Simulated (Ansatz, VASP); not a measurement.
# Cu: VASP beside Ansatz

```
Cu
1.0
     2.54575    0.00000    0.00000
    -1.27287    2.20468    0.00000
     0.00000    0.00000    4.09639
Cu
2
Direct
  0.33333 0.66667 0.25000
  0.66667 0.33333 0.75000
```

Alike in both runs: task relaxation of cell and atoms; functional r2SCAN; k mesh 18 × 18 × 10; occupations gaussian, width 0.1 eV; no spin polarisation.

|  | VASP | Ansatz |
| --- | --- | --- |
| version | VASP 6.6.1 | Ansatz 0.2.0 |
| potentials or method | VASP PAW PBE potentials, release 64 (Cu), cutoff 600 eV | scalar-relativistic, plane waves, PAW |
| valence electrons in the cell | 22 | 38 |

```csv
,VASP,Ansatz,Ansatz less VASP
"gap on the k mesh at the Fermi level, each at its own relaxed structure (eV)",none,none,-
relaxed volume (Å³/atom),11.49,11.45,-0.043
relaxed length of the cell vector where the two differ most in proportion (Å),4.135,4.130,-0.0057
```

VASP's potentials were made for PBE, not for r2SCAN. A gap of «none» marks a metal or a gap that the smearing closes. VASP's potentials hold 22 valence electrons a cell and Ansatz's 38, so a difference there can come from the potentials and not from the codes.
